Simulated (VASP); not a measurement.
# CdSe (zincblende type) (F-43m) in VASP: notebook, part 2 of 2

VASP 6.6.1. Earlier steps stand in the parts before.

### Step 4. Density of states, LDA (volume scaled by 0.88)

File POSCAR:

```
CdSe
1.0
    0.0000000000      2.8790468762      2.8790468762
    2.8790468762      0.0000000000      2.8790468762
    2.8790468762      2.8790468762      0.0000000000
Cd Se
1 1
Direct
    0.0000000000      0.0000000000      0.0000000000
    0.2500000000      0.2500000000      0.2500000000
```

File INCAR.step1:

```
PREC = Accurate
ENCUT = 400
EDIFF = 1E-6
ISMEAR = -1
SIGMA = 0.05
LREAL = F
LASPH = T
NELM = 120
ALGO = Normal
ISIF = 2
LWAVE = F
LCHARG = T
NBANDS = 16
GGA_COMPAT = F
NEDOS = 2001
LORBIT = 11
```

File KPOINTS.step1:

```
Automatic mesh
0
Gamma
  11 11 11
```

File INCAR.step2:

```
PREC = Accurate
ENCUT = 400
EDIFF = 1E-6
ISMEAR = -5
SIGMA = 0.05
LREAL = F
LASPH = T
NELM = 120
ALGO = Normal
ISIF = 2
LWAVE = F
LCHARG = F
LORBIT = 11
NBANDS = 16
NEDOS = 1001
ICHARG = 11
GGA_COMPAT = F
```

File KPOINTS.step2:

```
Automatic mesh
0
Gamma
  17 17 17
```

Potentials or basis: VASP PAW LDA potentials, release 64 (Cd, Se).

The run is started by

```bash
$ cat potpaw_LDA.64/Cd/POTCAR potpaw_LDA.64/Se/POTCAR > POTCAR
$ cp INCAR.step1 INCAR
$ cp KPOINTS.step1 KPOINTS
$ mpirun -np 1 vasp_std > vasp.out
$ cp INCAR.step2 INCAR
$ cp KPOINTS.step2 KPOINTS
$ mpirun -np 1 vasp_std > vasp.out
```

OUTCAR:

```text
PREC = Accurate
   ENCUT = 400
   EDIFF = 1E-6
   ISMEAR = -5
   LREAL = F
   LASPH = T
   NELM = 120
   ISIF = 2
   LORBIT = 11
   ICHARG = 11

 ion  position               nearest neighbor table
   1  0.000  0.000  0.000-   2 2.49   2 2.49   2 2.49   2 2.49
   2  0.250  0.250  0.250-   1 2.49   1 2.49   1 2.49   1 2.49

  LATTYP: Found a face centered cubic cell.
 ALAT       =     5.7580937524
[... 651 lines left out ...]
  --------------------------------------------------------------------------------------
  -------------------------------------------------------------------------------------
  Total        3.0781088      3.0781088      3.0781088     -0.0000000      0.0000000     -0.0000000
  in kB      103.3280757    103.3280757    103.3280757     -0.0000000      0.0000000     -0.0000000
  external PRESSURE =     103.3280757 kB  Pullay stress =       0.0000000 kB

 VOLUME and BASIS-vectors are now :
 -----------------------------------------------------------------------------
  energy-cutoff  :      400.00
  volume of cell :       47.73
      direct lattice vectors                 reciprocal lattice vectors
     0.000000000  2.879046876  2.879046876    -0.173668586  0.173668586  0.173668586
     2.879046876  0.000000000  2.879046876     0.173668586 -0.173668586  0.173668586
     2.879046876  2.879046876  0.000000000     0.173668586  0.173668586 -0.173668586

 POSITION                                       TOTAL-FORCE (eV/Angst)
 -----------------------------------------------------------------------------------
      0.00000      0.00000      0.00000        -0.000000     -0.000000      0.000000
      1.43952      1.43952      1.43952         0.000000      0.000000     -0.000000
 -----------------------------------------------------------------------------------
    total drift:                               -0.000000     -0.000000     -0.000000

  FREE ENERGIE OF THE ION-ELECTRON SYSTEM (eV)
  ---------------------------------------------------
  free  energy   TOTEN  =        -6.5571391814 eV

  energy  without entropy=       -6.5571391814  energy(sigma->0) =       -6.55713918

 total charge

# of ion       s       p       d       tot
------------------------------------------
    1        0.494   0.429   9.548  10.470
    2        1.445   2.471   0.039   3.955
--------------------------------------------------
tot          1.939   2.900   9.586  14.425
```

OUTCAR.step1:

```text
PREC = Accurate
   ENCUT = 400
   EDIFF = 1E-6
   ISMEAR = -1
   LREAL = F
[... 680 lines left out ...]
    total drift:                               -0.000000     -0.000000     -0.000000

  FREE ENERGIE OF THE ION-ELECTRON SYSTEM (eV)
  ---------------------------------------------------
  free  energy   TOTEN  =        -6.5554437679 eV

  energy  without entropy=       -6.5554405948  energy(sigma->0) =       -6.55544218

 total charge

# of ion       s       p       d       tot
------------------------------------------
    1        0.494   0.429   9.548  10.470
    2        1.445   2.471   0.039   3.955
--------------------------------------------------
tot          1.939   2.900   9.586  14.425
```

OSZICAR.step1:

```text
N       E                     dE             d eps       ncg     rms          rms(c)
DAV:   1     0.924186842247E+02    0.92419E+02   -0.79253E+03  1864   0.841E+02
DAV:   2    -0.382253160193E+01   -0.96241E+02   -0.91821E+02  2192   0.234E+02
DAV:   3    -0.692661733273E+01   -0.31041E+01   -0.31003E+01  2128   0.439E+01
DAV:   4    -0.693726402565E+01   -0.10647E-01   -0.10646E-01  2264   0.255E+00
DAV:   5    -0.693732302533E+01   -0.59000E-04   -0.59000E-04  2168   0.165E-01    0.914E+00
DAV:   6    -0.659108772697E+01    0.34624E+00   -0.49461E-01  2672   0.103E+01    0.673E+00
DAV:   7    -0.655839750504E+01    0.32690E-01   -0.16005E-01  2312   0.289E+00    0.242E+00
DAV:   8    -0.655578672011E+01    0.26108E-02   -0.18695E-02  1952   0.180E+00    0.258E-01
DAV:   9    -0.655545586906E+01    0.33085E-03   -0.17656E-03  2272   0.601E-01    0.581E-02
DAV:  10    -0.655544093648E+01    0.14933E-04   -0.10759E-04  2248   0.145E-01    0.278E-02
DAV:  11    -0.655544397266E+01   -0.30362E-05   -0.12888E-05  2168   0.308E-02    0.621E-03
DAV:  12    -0.655544376786E+01    0.20480E-06   -0.15946E-06  1392   0.202E-02
   1 F= -.65554438E+01 E0= -.65554422E+01  d E =-.317302E-05
```

It took 42 s on 1 thread of AMD EPYC 9R45 (Zen 5), shared host; peak memory 0.17 GiB.

What came out:

```yaml
Valence_electrons_inside_the_program's_atomic_spheres: Cd 10.47; Se 3.96
```
